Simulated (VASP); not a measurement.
Wanted: the native input for a VASP 6.6.1 run.

```yaml
Task: single point
Functional: PBE
Potentials_or_basis: VASP PAW PBE potentials, release 64 (Na_pv, Cl)
Cutoff: 500 eV
k_mesh: 4 × 4 × 4
Occupations: fermi-dirac, width 0.025 eV
Spin: no spin polarisation
Dipole_correction: no
Further_INCAR_settings: ALGO = Normal; EDIFF = 1e-06; NBANDS = 14
```

The structure of NaCl lies in POSCAR:

```
NaCl
1.0
    3.6692078762      0.0000000000      0.0000000000
    0.0000000000      3.6692078762      0.0000000000
    0.0000000000      0.0000000000      3.6692078762
Na Cl
1 1
Direct
    0.0000000000      0.0000000000      0.0000000000
    0.5000000000      0.5000000000      0.5000000000
```

These files were run (other wordings do the same):

INCAR

```
SYSTEM = NaCl
PREC = Accurate ; ENCUT = 500
EDIFF = 1E-6 ; ISMEAR = -1
SIGMA = 0.025 ; LREAL = .FALSE.
LASPH = .TRUE. ; NELM = 120
ALGO = Normal ; ISIF = 2
LWAVE = .FALSE. ; LCHARG = .FALSE.
GGA = PE ; NBANDS = 14
GGA_COMPAT = .FALSE.
```

KPOINTS

```
Automatic mesh
0
G
  4 4 4
  0 0 0
```

Potentials or basis: VASP PAW PBE potentials, release 64 (Na_pv, Cl).

Launch:

```bash
$ cat potpaw_PBE.64/Na_pv/POTCAR potpaw_PBE.64/Cl/POTCAR > POTCAR
$ mpirun -np 1 vasp_std > vasp.out
```

Results of the run:

```json
{
 "Pressure": "-2.6 GPa",
 "Band gap on the k mesh": "3.56 eV (least direct gap 3.95 eV)"
}
```

Caveat: the k points lie up to 0.43 Å⁻¹ apart.

It took 3.5 s on 1 thread of Intel(R) Xeon(R) Platinum 8488C (Sapphire Rapids) (shared host), peak memory 0.14 GiB.
